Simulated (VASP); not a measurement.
Write the native input for VASP 6.6.1 that does the following.

```
Task                   : single point
Functional             : PBE
Potentials or basis    : VASP PAW PBE potentials, release 64 (W_sv, Se)
Cutoff                 : 520 eV
k mesh                 : 24 × 24 × 1
Occupations            : gaussian, width 0.05 eV
Spin                   : no spin polarisation
Dipole correction      : no
Further INCAR settings : ALGO = Normal; EDIFF = 1e-06; NBANDS = 20
```

The structure of WSe2 (single layer cut from the bulk crystal) lies in POSCAR:

```
WSe2
1.0
    3.3181158900      0.0000000000      0.0000000000
   -1.6590579500      2.8735726600      0.0000000000
    0.0000000000      0.0000000000     16.3252586200
W Se
1 2
Direct
    0.0000000000      0.0000000000      0.5000000000
    0.3333333300      0.6666666700      0.6018677500
    0.3333333300      0.6666666700      0.3981322500
```

One way to write it, as run:

INCAR

```
SYSTEM = WSe2
ALGO = Normal ; EDIFF = 1E-6
ENCUT = 520 ; GGA = PE
ISIF = 2 ; ISMEAR = 0
LASPH = .True. ; LCHARG = .False.
LREAL = .False. ; LWAVE = .False.
NBANDS = 20 ; NELM = 100
PREC = Accurate ; SIGMA = 0.05
```

KPOINTS

```
k-points
0
Gamma
  24 24 1
  0 0 0
```

Potentials or basis: VASP PAW PBE potentials, release 64 (W_sv, Se).

The run is started by

```sh
$ cat potpaw_PBE.64/W_sv/POTCAR potpaw_PBE.64/Se/POTCAR > POTCAR
$ mpirun -np 1 vasp_std > vasp.out
```

It gave:

| Property | Result |
| --- | --- |
| Largest force | 0.324 eV/Å |
| Band gap on the k mesh | 1.52 eV, direct |

Caveat: spin-orbit coupling is left out, which moves the levels of the heavy elements.

It used 700 s of CPU time on 1 thread of AMD EPYC 7R13 Processor (Zen 3), with other jobs on the host.
